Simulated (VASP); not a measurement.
A run of VASP 6.6.1 is set up as follows.

File POSCAR:

```
Sn
1.0
    2.6135946635      0.0000000000      0.0000000000
   -1.3067973317      2.2634393738      0.0000000000
    0.0000000000      0.0000000000      4.1255575697
Sn
2
Direct
    0.3333333333      0.6666666667      0.2500000000
    0.6666666667      0.3333333333      0.7500000000
```

Contents of INCAR.step1:

```
SYSTEM = Sn
PREC = Accurate
ENCUT = 600
ISMEAR = 0
SIGMA = 0.1
LREAL = .FALSE.
LASPH = .TRUE.
NELM = 80
GGA = PE
ALGO = Normal
EDIFF = 1E-4
LWAVE = .TRUE.
LCHARG = .FALSE.
```

INCAR.step2

```
SYSTEM = Sn
PREC = Accurate
ENCUT = 600
EDIFF = 1E-6
ISMEAR = 0
SIGMA = 0.1
LREAL = .FALSE.
LASPH = .TRUE.
NELM = 80
ALGO = Normal
ISIF = 3
LWAVE = .FALSE.
LCHARG = .FALSE.
METAGGA = R2SCAN
LMIXTAU = .TRUE.
IBRION = 2
NSW = 80
EDIFFG = -0.05
ISTART = 1
```

Contents of KPOINTS:

```
regular mesh
0
G
  12 12 6
  0 0 0
```

Potentials or basis: VASP PAW PBE potentials, release 64 (Sn_d).

Command:

```bash
$ cat potpaw_PBE.64/Sn_d/POTCAR > POTCAR
$ cp INCAR.step1 INCAR
$ mpirun -np 1 vasp_std > vasp.out
$ cp INCAR.step2 INCAR
$ mpirun -np 1 vasp_std > vasp.out
```

What does it give for the relaxed volume?

26.83 Å³/atom.

Predict the band gap on the k mesh.

zero (band 14 reaches 14.28 eV, above the bottom of band 15 at 5.53 eV).

Predict the space group after relaxing (to 0.05 Å).

P6_3/mmc (No. 194).

Stress tensor (GPa, compression positive):
```
-0.08  0.00  0.00
 0.00 -0.08  0.00
 0.00  0.00  0.02
```

Caveat: the volume moved by over 15 % at a fixed basis, so the end points are rough; the PAW data sets were made with another functional, which shifts forces and pressure a little; spin-orbit coupling is left out, which moves the levels of the heavy elements.
